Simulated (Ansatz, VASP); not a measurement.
Ta3Br: VASP beside Ansatz

```
Ta Br
1.0
     4.22970    0.00000    0.00000
     0.00000    4.22970    0.00000
     0.00000    0.00000    4.22970
Ta Br
3 1
Cartesian
  0.0000 2.1148 2.1148
  2.1148 0.0000 2.1148
  2.1148 2.1148 0.0000
  0.0000 0.0000 0.0000
```

Alike in both runs: functional PBE; k mesh 4 × 4 × 4; occupations gaussian, width 0.1 eV; no spin polarisation.

Ansatz relaxed the structure, and its values are those at the end. VASP's run is a single point on that final structure, the one shown.

```csv
,VASP,Ansatz
version,VASP 6.6.1,Ansatz 0.2.0
potentials or method,"VASP PAW PBE potentials, release 64 (Ta_pv, Br), cutoff 500 eV","scalar-relativistic, plane waves, PAW"
valence electrons in the cell,40,46
```

Ansatz gave:

```
gap on the k mesh at the Fermi level (eV) : none
pressure (GPa)                            : -0.4
```

Estimate VASP's values.

gap on the k mesh at the Fermi level (eV): none; pressure (GPa): -0.3.

A gap of «none» marks a metal or a gap that the smearing closes. VASP's potentials hold 40 valence electrons a cell and Ansatz's 46, so a difference there can come from the potentials and not from the codes.

The k mesh is coarse, so the values compare programs but aren't converged. Neither program's run includes spin-orbit coupling.
